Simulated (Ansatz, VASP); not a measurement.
## One calculation of Pd, two programs

The input INCAR:

```
PREC = Accurate ; ENCUT = 600
EDIFF = 1E-6 ; ISMEAR = -1
SIGMA = 0.05 ; LREAL = False
LASPH = True ; NELM = 80
ALGO = Normal ; ISIF = 3
LWAVE = False ; LCHARG = False
GGA = VW ; IBRION = 2
NSW = 60 ; EDIFFG = -0.01
```

Contents of KPOINTS:

```
regular mesh
0
Gamma
  12 12 12
```

POSCAR

```
Pd
1.0
    0.0000000000      1.9465000000      1.9465000000
    1.9465000000      0.0000000000      1.9465000000
    1.9465000000      1.9465000000      0.0000000000
Pd
1
Direct
    0.0000000000      0.0000000000      0.0000000000
```

File input.yaml:

```yaml
crystal:
  lattice:
    - [0.0, 1.9465, 1.9465]
    - [1.9465, 0.0, 1.9465]
    - [1.9465, 1.9465, 0.0]
  atoms:
    - { symbol: Pd, position: [0.0, 0.0, 0.0] }
hamiltonian:
  xc: { exchange: slater, correlation: vwn5 }
  pseudopotentials: { kind: paw }
kpoints:
  mp_grid: { grid: [12, 12, 12] }
scf:
  occupations: { method: fermi_dirac, width: 0.05 }
output:
  forces: true
  stress: true
  write_density: true
  write_potential: true
  elf: true
  volumetric_format: npy
relax:
  f_tol: 0.01
  max_steps: 40
  cell: { stress_tol: 0.05 }
```

Alike in both runs: task relaxation of cell and atoms; functional SVWN5; k mesh 12 × 12 × 12; occupations fermi-dirac, width 0.05 eV; no spin polarisation.

|  | VASP | Ansatz |
| --- | --- | --- |
| version | VASP 6.6.1 | Ansatz 0.2.0 |
| potentials or method | VASP PAW PBE potentials, release 64 (Pd) | Ansatz PAW |
| plane-wave cutoff (eV) | 600 | 420 |
| valence electrons in the cell | 10 | 18 |

|  | VASP | Ansatz | Ansatz less VASP |
| --- | --- | --- | --- |
| gap on the k mesh at the Fermi level, each at its own relaxed structure (eV) | none | none | - |
| relaxed volume (Å³/atom) | 14.10 | 14.12 | +0.025 |
| relaxed cell length with the largest relative difference (Å) | 2.712 | 2.713 | +0.0016 |

VASP's potentials were made for PBE, not for SVWN5. A gap of «none» marks a metal or a gap that the smearing closes. VASP's potentials hold 10 valence electrons a cell and Ansatz's 18, so a difference there can come from the potentials and not from the codes.

Noted on Ansatz's run: the plane-wave basis is chosen anew once the cell has moved, so the energies of steps on either side of that aren't comparable.
